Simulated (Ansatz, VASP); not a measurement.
**One calculation of Mg, two programs**

Contents of INCAR:

```
SYSTEM = Mg
PREC = Accurate ; ENCUT = 520
EDIFF = 1E-6 ; ISMEAR = 1
SIGMA = 0.05 ; LREAL = .False.
LASPH = .True. ; NELM = 60
ALGO = Normal ; ISIF = 2
LWAVE = .False. ; LCHARG = .True.
GGA = PS ; LELF = .True.
LVHAR = .True. ; NBANDS = 9
```

Contents of KPOINTS:

```
Automatic mesh
0
Gamma
  9 9 5
  0 0 0
```

POSCAR

```
Mg
1.0
    3.2016984700      0.0000000000      0.0000000000
   -1.6008492300      2.7727522100      0.0000000000
    0.0000000000      0.0000000000      5.1986000000
Mg
2
Direct
    0.3333333300      0.6666666700      0.2500000000
    0.6666666700      0.3333333300      0.7500000000
```

Input for Ansatz:

```yaml
crystal:
  lattice:
    - [3.20169847, 0.0, 0.0]
    - [-1.60084923, 2.77275221, 0.0]
    - [0.0, 0.0, 5.1986]
  atoms:
    - { symbol: Mg, position: [0.33333333, 0.66666667, 0.25] }
    - { symbol: Mg, position: [0.66666667, 0.33333333, 0.75] }
hamiltonian:
  xc: pbesol
  pseudopotentials: { kind: paw }
basis:
  ecutwfc: 420
kpoints:
  mp_grid: { grid: [9, 9, 5] }
scf:
  occupations: { method: cold, width: 0.05 }
  lower_state_search: "off"
  max_iter: 100
output:
  forces: true
  stress: true
```

Alike in both runs: task single point; functional PBEsol; k mesh 9 × 9 × 5; no spin polarisation.

|  | VASP | Ansatz |
| --- | --- | --- |
| version | VASP 6.6.1 | Ansatz 0.2.0 |
| potentials or method | VASP PAW PBE potentials, release 64 (Mg), cutoff 520 eV | PAW, plane waves, scalar-relativistic |
| occupations | methfessel-paxton of order 1, width 0.05 eV | cold, width 0.05 eV |
| valence electrons in the cell | 4 | 20 |

VASP gave:

```
pressure (GPa)                                                : -1.0
traceless stress, the component that is largest in VASP (GPa) : 0.29
```

Problem. Which values does Ansatz return?

Solution. Pressure (GPa): -1.0; traceless stress, the component that is largest in VASP (GPa): 0.36.

VASP's potentials were made for PBE, not for PBEsol. VASP's potentials hold 4 valence electrons a cell and Ansatz's 20, so a difference there can come from the potentials and not from the codes.
